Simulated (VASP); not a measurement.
Here is a VASP 6.6.1 calculation.

File INCAR:

```
PREC     = Accurate       # precision mode
ENCUT    = 520            # plane-wave cutoff, eV
EDIFF    = 1E-6           # SCF threshold, eV
ISMEAR   = 0              # smearing method
SIGMA    = 0.1            # smearing width, eV
LREAL    = False          # projectors in reciprocal space
LASPH    = True           # aspherical terms in the spheres
NELM     = 60             # most SCF steps
ALGO     = Normal         # electronic algorithm
ISIF     = 2              # what is computed and relaxed
LWAVE    = False          # write WAVECAR
LCHARG   = True           # write CHGCAR
GGA      = PE             # functional
LELF     = True           # ELF
LVHAR    = True         
NBANDS   = 23             # bands
```

KPOINTS

```
regular mesh
0
Gamma
  6 6 6
```

File POSCAR:

```
SiGe2
1.0
    0.0000000000      3.1149766959      3.1149766959
    3.1149766959      0.0000000000      3.1149766959
    3.1149766959      3.1149766959      0.0000000000
Si Ge
1 2
Direct
    0.0000000000      0.0000000000      0.0000000000
    0.2500000000      0.2500000000      0.2500000000
    0.7500000000      0.7500000000      0.7500000000
```

Potentials or basis: VASP PAW PBE potentials, release 64 (Si, Ge_d).

The run is started by

```bash
$ cat potpaw_PBE.64/Si/POTCAR potpaw_PBE.64/Ge_d/POTCAR > POTCAR
$ mpirun -np 1 vasp_std > vasp.out
```

Task: Predict the pressure.

Result: -0.1 GPa.

Task: Estimate the band gap on the k mesh.

Result: Zero (bands 16 and 17 overlap by 1.76 eV).
